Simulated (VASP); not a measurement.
SrTe: single point with PBE0

SrTe:

```
CELL_PARAMETERS angstrom
0.00000 3.35276 3.35276
3.35276 0.00000 3.35276
3.35276 3.35276 0.00000
ATOMIC_POSITIONS crystal
Sr 0.00000 0.00000 0.00000
Te 0.50000 0.50000 0.50000
```

```yaml
Program: VASP 6.6.1
Task: single point
Functional: PBE0
Potentials_or_basis: VASP PAW PBE potentials, release 64 (Sr_sv, Te)
Cutoff: 400 eV
k_mesh: 4 × 4 × 4
Occupations: gaussian, width 0.01 eV
Spin: no spin polarisation
Dipole_correction: no
Grid_for_exact_exchange_PRECFOCK: Normal
Further_INCAR_settings: ALGO = Normal; EDIFF = 1e-06; NBANDS = 15
```

| Quantity | Value |
| --- | --- |
| Pressure | -0.2 GPa |
| Band gap on the k mesh | 3.18 eV, indirect (least direct gap 4.01 eV) |

Levels at points of the mesh, in eV from the valence-band top:
| k point | band 4 | band 5 | band 6 | band 7 | band 8 | band 9 | band 10 | band 11 | band 12 | band 13 |
| --- | --- | --- | --- | --- | --- | --- | --- | --- | --- | --- |
| (0.00, 0.00, 0.00) | -17.99 | -10.88 | 0.00 | 0.00 | 0.00 | 4.20 | 4.91 | 4.91 | 4.91 | 5.58 |
| (0.50, 0.00, 0.00) | -17.99 | -10.18 | -3.07 | -1.15 | -1.15 | 5.26 | 6.95 | 7.20 | 7.20 | 8.24 |
| (0.50, 0.50, 0.00) | -18.02 | -10.37 | -2.21 | -0.83 | -0.83 | 3.18 | 5.38 | 6.58 | 7.90 | 8.07 |

Run time: 4.1 min on 1 thread of Intel(R) Xeon(R) Platinum 8375C CPU @ 2.90GHz (Ice Lake) (shared host), peak memory 0.18 GiB.

Caveat: the PAW data sets were made with another functional, which shifts forces and pressure a little; spin-orbit coupling is left out, which moves the levels of the heavy elements. A k mesh can miss the band edges.
